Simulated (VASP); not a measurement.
# TePt (P6_3/mmc) in VASP: vibrations by perturbation theory with PBEsol

Aim: the vibrations by perturbation theory of TePt with PBEsol.

All numbers are computed with VASP 6.6.1; they aren't measurements. Logs are shortened: lines on timing, memory, paths and dates and some standing lists are left out, and cuts for length are marked.

## (1) The cell of the first run

The structure is hexagonal, space group P6_3/mmc (No. 194). Conventional cell: a = 4.223 Å, b = 4.223 Å, c = 5.541 Å, α = 90.00°, β = 90.00°, γ = 120.00°. Within 3.7 Å of Te (site symmetry -6m2) lie 6 Pt at 2.80 Å and 6 Te at 3.69 Å. Pt (site symmetry -3m) has 2 Pt at 2.77 Å and 6 Te at 2.80 Å within 3.7 Å.

## (2) Vibrations by perturbation theory, PBEsol

The input, INCAR:

```
PREC = Accurate ; ENCUT = 500
EDIFF = 1E-8 ; ISMEAR = 0
SIGMA = 0.15 ; LREAL = F
LASPH = T ; NELM = 120
ALGO = Normal ; ISIF = 2
LWAVE = F ; LCHARG = F
GGA = PS ; IBRION = 8
NSW = 1 ; GGA_COMPAT = F
```

The input, KPOINTS:

```
regular mesh
0
Gamma
  12 12 8
```

The input, POSCAR:

```
TePt
1.0
    4.2229881417      0.0000000000      0.0000000000
   -2.1114940708      3.6572150106      0.0000000000
    0.0000000000      0.0000000000      5.5414485131
Te Pt
2 2
Direct
    0.3333333333      0.6666666667      0.2500000000
    0.6666666667      0.3333333333      0.7500000000
    0.0000000000      0.0000000000      0.0000000000
    0.0000000000      0.0000000000      0.5000000000
```

Potentials or basis: VASP PAW PBE potentials, release 64 (Te, Pt).

The run is started by

```console
$ cat potpaw_PBE.64/Te/POTCAR potpaw_PBE.64/Pt/POTCAR > POTCAR
$ mpirun -np 1 vasp_std > vasp.out
```

OUTCAR:

```text
PREC = Accurate
   ENCUT = 500
   EDIFF = 1E-8
   ISMEAR = 0
   LREAL = F
   LASPH = T
   NELM = 120
   ISIF = 2
   GGA = PS
   IBRION = 8
   NSW = 1

 ion  position               nearest neighbor table
   1  0.333  0.667  0.250-   3 2.80   4 2.80   3 2.80   4 2.80   3 2.80   4 2.80
   2  0.667  0.333  0.750-   3 2.80   4 2.80   3 2.80   4 2.80   3 2.80   4 2.80
   3  0.000  0.000  0.000-   4 2.77   4 2.77   1 2.80   2 2.80   1 2.80   2 2.80   2 2.80   1 2.80

   4  0.000  0.000  0.500-   3 2.77   3 2.77   1 2.80   2 2.80   1 2.80   2 2.80   2 2.80   1 2.80

  LATTYP: Found a hexagonal cell.
 ALAT       =     4.2229881417
 C/A-ratio  =     1.3122102945

  Lattice vectors:

 A1 = (   4.2229881417,   0.0000000000,   0.0000000000)
 A2 = (  -2.1114940708,   3.6572150106,   0.0000000000)
 A3 = (   0.0000000000,   0.0000000000,   5.5414485131)

Analysis of symmetry for initial positions (statically):
=====================================================================
 Subroutine PRICEL returns:
 Original cell was already a primitive cell.

 Routine SETGRP: Setting up the symmetry group for a
 hexagonal supercell.

 Subroutine GETGRP returns: Found 24 space group operations
 (whereof 12 operations were pure point group operations)
 out of a pool of 24 trial point group operations.

The static configuration has the point symmetry D_3d.
 The point group associated with its full space group is D_6h.

Analysis of symmetry for dynamics (positions and initial velocities):
=====================================================================
 Subroutine PRICEL returns:
 Original cell was already a primitive cell.

 Routine SETGRP: Setting up the symmetry group for a
 hexagonal supercell.

 Subroutine GETGRP returns: Found 24 space group operations
 (whereof 12 operations were pure point group operations)
 out of a pool of 24 trial point group operations.

The dynamic configuration has the point symmetry D_3d.
 The point group associated with its full space group is D_6h.

 Subroutine INISYM returns: Found 24 space group operations
 (whereof 12 operations are pure point group operations),
 and found     1 'primitive' translations

----------------------------------------------------------------------------------------

                                     Primitive cell

  volume of cell :      85.5842

  direct lattice vectors                    reciprocal lattice vectors
     4.222988142  0.000000000  0.000000000     0.236799149  0.136716053  0.000000000
    -2.111494071  3.657215011  0.000000000     0.000000000  0.273432105  0.000000000
     0.000000000  0.000000000  5.541448513     0.000000000  0.000000000  0.180458232

  length of vectors
     4.222988142  4.222988142  5.541448513     0.273432105  0.273432105  0.180458232

  position of ions in fractional coordinates (direct lattice)
     0.333333333  0.666666667  0.250000000
     0.666666667  0.333333333  0.750000000
     0.000000000  0.000000000  0.000000000
     0.000000000  0.000000000  0.500000000

  ion indices of the primitive-cell ions
   primitive index   ion index
                 1           1
                 2           2
                 3           3
                 4           4

----------------------------------------------------------------------------------------

 KPOINTS: regular mesh

Automatic generation of k-mesh.
 Grid dimensions read from file:
 generate k-points for:   12   12    8

 Generating k-lattice:

  Cartesian coordinates                     Fractional coordinates (reciprocal lattice)
     0.019733262  0.011393004  0.000000000     0.083333333  0.000000000  0.000000000
     0.000000000  0.022786009  0.000000000     0.000000000  0.083333333  0.000000000
     0.000000000  0.000000000  0.022557279     0.000000000  0.000000000  0.125000000

  Length of vectors
     0.022786009  0.022786009  0.022557279

  Shift w.r.t. Gamma in fractional coordinates (k-lattice)
     0.000000000  0.000000000  0.000000000

 Subroutine IBZKPT returns following result:
 ===========================================

 Found     95 irreducible k-points:
[... 68 lines left out ...]
  Fermi-wavevector in a.u.,A,eV,Ry     =   1.179398  2.228738 18.925417  1.390979
  Thomas-Fermi vector in A             =   2.315709
   LORBIT       =      0    0 simple, 1 ext, 2 COOP (PROOUT), +10 PAW based schemes
   GGA     = PS    functional components
   LHFCALC =     F    Hartree Fock is set to
   AEXX    =    0.0000 exact exchange contribution
   IVDW    =     0    specifies the selected vdW correction
   LEPSILON=     F    determine dielectric tensor
   LRPA    =     F    only Hartree local field effects (RPA)
 non-spin polarized calculation
 Gauss-broadening in eV      SIGMA  =   0.15
  energy-cutoff  :      500.00
  volume of cell :       85.58
 maximum number of plane-waves:      2199
 NGX is ok and might be reduce to    32
   NGX = 15   NGY = 15   NGZ = 21

--------------------------------------- Ionic step        1  -------------------------------------------

 number of electron      32.0000003 magnetization

 Free energy of the ion-electron system (eV)
  ---------------------------------------------------
  ext. energy  EPLUGINS =         0.00000000
  ---------------------------------------------------
  free energy    TOTEN  =       -21.85200907 eV

  energy without entropy =      -21.82580736  energy(sigma->0) =      -21.83890821

 E-fermi :   9.4945     XC(G=0): -11.3741

 val. band max:        9.4890320684   @ k =   0.0833   0.0833   0.5000
 cond. band min:       9.5054191276   @ k =   0.4167   0.1667   0.2500
 fundamental gap:      0.0163870592
 Fermi energy:         9.4945162333

 k-point     1 :       0.0000    0.0000    0.0000
  band No.  band energies     occupation
      1      -4.5862      2.00000
      2      -1.8237      2.00000
      3       2.2488      2.00000
      4       3.3419      2.00000
      5       3.3419      2.00000
      6       3.9344      2.00000
[... 541 lines left out ...]
     19      12.1396      0.00000
     20      12.9730      0.00000

 [... further k-points ...]

------------------------ aborting loop because EDIFF is reached ----------------------------------------

  FORCE on cell =-STRESS in cart. coord.  units (eV):
  Direction    XX          YY          ZZ          XY          YZ          ZX
  --------------------------------------------------------------------------------------
  -------------------------------------------------------------------------------------
  Total       -0.0446767     -0.0446767     -0.0760670     -0.0000000     -0.0000000     -0.0000000
  in kB       -0.8363690     -0.8363690     -1.4240108     -0.0000000     -0.0000000     -0.0000000
  external PRESSURE =      -1.0322496 kB  Pullay stress =       0.0000000 kB

 VOLUME and BASIS-vectors are now :
 -----------------------------------------------------------------------------
  energy-cutoff  :      500.00
  volume of cell :       85.58
      direct lattice vectors                 reciprocal lattice vectors
     4.222988142  0.000000000  0.000000000     0.236799149  0.136716053  0.000000000
    -2.111494071  3.657215011  0.000000000     0.000000000  0.273432105  0.000000000
     0.000000000  0.000000000  5.541448513     0.000000000  0.000000000  0.180458232

 POSITION                                       TOTAL-FORCE (eV/Angst)
 -----------------------------------------------------------------------------------
     -0.00000      2.43814      1.38536        -0.000000     -0.000000      0.000000
      2.11149      1.21907      4.15609         0.000000      0.000000      0.000000
      0.00000      0.00000      0.00000        -0.000000      0.000000      0.000000
      0.00000      0.00000      2.77072        -0.000000      0.000000      0.000000
 -----------------------------------------------------------------------------------
    total drift:                               -0.000000      0.000000      0.000000

  FREE ENERGIE OF THE ION-ELECTRON SYSTEM (eV)
  ---------------------------------------------------
  free  energy   TOTEN  =       -21.8520090660 eV

  energy  without entropy=      -21.8258073594  energy(sigma->0) =      -21.83890821

[... ionic steps 2 to 9 ...]

--------------------------------------- Ionic step       10  -------------------------------------------

------------------------ aborting loop because EDIFF is reached ----------------------------------------

[... ionic steps 11 to 11 ...]

--------------------------------------- Ionic step       12  -------------------------------------------

 Free energy of the ion-electron system (eV)
  ---------------------------------------------------
  ---------------------------------------------------
  free energy    TOTEN  =        -0.26719925 eV

  energy without entropy =       -0.26719925

------------------------ aborting loop because EDIFF is reached ----------------------------------------

 INTERNAL STRAIN TENSOR  FOR ION    3  DIRECTION 3   (eV/Angst):
 -----------------------------------------------------------------------------
     0.00861  0.00000  0.00000
    -0.00000  0.00861 -0.00000
     0.00000 -0.00000  0.01177

 INTERNAL STRAIN TENSOR FOR ION    4 for displacements in x,y,z  (eV/Angst):
          X           Y           Z          XY          YZ          ZX
  --------------------------------------------------------------------------------
  x     0.00000     0.00000     0.00000     0.00000     0.00000     0.00000
  y     0.00000     0.00000     0.00000     0.00000     0.00000     0.00000
  z     0.00000     0.00000     0.00000     0.00000     0.00000     0.00000

 SECOND DERIVATIVES (NOT SYMMETRIZED)
 ------------------------------------
               1X          1Y          1Z          2X          2Y          2Z          3X          3Y          3Z          4X          4Y          4Z
  1X    -4.882000   -0.000000    0.000000    1.043674    0.000000    0.000000    1.919163    0.000000   -0.000000    1.919163    0.000000    0.000000
  1Y    -0.000000   -4.882000    0.000000    0.000000    1.043674    0.000000    0.000000    1.919163   -0.000000    0.000000    1.919163    0.000000
  1Z     0.000000    0.000000   -5.125903    0.000000    0.000000    2.727519    0.000000    0.000000    1.199192    0.000000    0.000000    1.199192
  2X     1.043674    0.000000    0.000000   -4.882000   -0.000000    0.000000    1.919163    0.000000   -0.000000    1.919163    0.000000    0.000000
  2Y     0.000000    1.043674    0.000000   -0.000000   -4.882000    0.000000    0.000000    1.919163   -0.000000    0.000000    1.919163    0.000000
  2Z     0.000000    0.000000    2.727519    0.000000    0.000000   -5.125903    0.000000    0.000000    1.199192    0.000000    0.000000    1.199192
  3X     1.924170    0.000000    0.000000    1.924170    0.000000    0.000000   -2.528764   -0.000000    0.000000   -1.319575   -0.000000    0.000000
  3Y     0.000000    1.924170    0.000000    0.000000    1.924170    0.000000   -0.000000   -2.528764    0.000000   -0.000000   -1.319575    0.000000
  3Z     0.000000    0.000000    1.199793    0.000000    0.000000    1.199793    0.000000    0.000000  -10.053594    0.000000    0.000000    7.654008
  4X     1.924170    0.000000    0.000000    1.924170    0.000000    0.000000   -1.319575   -0.000000    0.000000   -2.528764   -0.000000    0.000000
  4Y     0.000000    1.924170    0.000000    0.000000    1.924170    0.000000   -0.000000   -1.319575    0.000000   -0.000000   -2.528764    0.000000
  4Z    -0.000000   -0.000000    1.199793   -0.000000   -0.000000    1.199793    0.000000   -0.000000    7.654008    0.000000    0.000000  -10.053594

 Eigenvectors and eigenvalues of the dynamical matrix
 ----------------------------------------------------

   1 f  =    4.710036 THz    29.594029 2PiTHz  157.109891 cm-1    19.479135 meV
             X         Y         Z           dx          dy          dz
     -0.000000  2.438143  1.385362    -0.000000   -0.000000   -0.000000
      2.111494  1.219072  4.156086    -0.000000   -0.000000   -0.000000
      0.000000  0.000000  0.000000     0.000000    0.000000   -0.707107
      0.000000  0.000000  2.770724     0.000000    0.000000    0.707107
[... 71 lines left out ...]
  12 f/i=    0.002223 THz     0.013967 2PiTHz    0.074151 cm-1     0.009194 meV
             X         Y         Z           dx          dy          dz
     -0.000000  2.438143  1.385362     0.045576    0.442666    0.000000
      2.111494  1.219072  4.156086     0.045576    0.442666    0.000000
      0.000000  0.000000  0.000000     0.056279    0.546628    0.000000
      0.000000  0.000000  2.770724     0.056279    0.546628    0.000000

--------------------------------------------------------------------------------------------------------

 ELASTIC MODULI CONTR FROM IONIC RELAXATION (kBar)
 Direction    XX          YY          ZZ          XY          YZ          ZX
 --------------------------------------------------------------------------------
 XX         -12.1142     12.1142     -0.0000     -0.0000      0.0000      0.0000
 YY          12.1142    -12.1142      0.0000     -0.0000      0.0000     -0.0000
 ZZ          -0.0000      0.0000     -0.0000      0.0000      0.0000     -0.0000
 XY          -0.0000     -0.0000      0.0000    -12.1142      0.0000     -0.0000
 YZ           0.0000      0.0000      0.0000      0.0000      0.0000      0.0000
 ZX           0.0000     -0.0000     -0.0000     -0.0000      0.0000     -0.0000
 --------------------------------------------------------------------------------
```

Wall time 57 min (1 thread of Intel Xeon 8259CL, shared host); peak memory 1.2 GiB.

Results:

| Item | Value |
| --- | --- |
| Highest phonon frequency at Γ, LO-TO splitting left out | 157 cm⁻¹ |

Phonon frequencies in cm⁻¹ (negative: imaginary):
```csv
q point,frequencies
"(0.000, 0.000, 0.000)",0 0 0 41 41 92 112 112 116 116 129 157
```

Caveat: the PAW data sets were made with another functional, which shifts forces and pressure a little; spin-orbit coupling is left out, which moves the levels of the heavy elements.
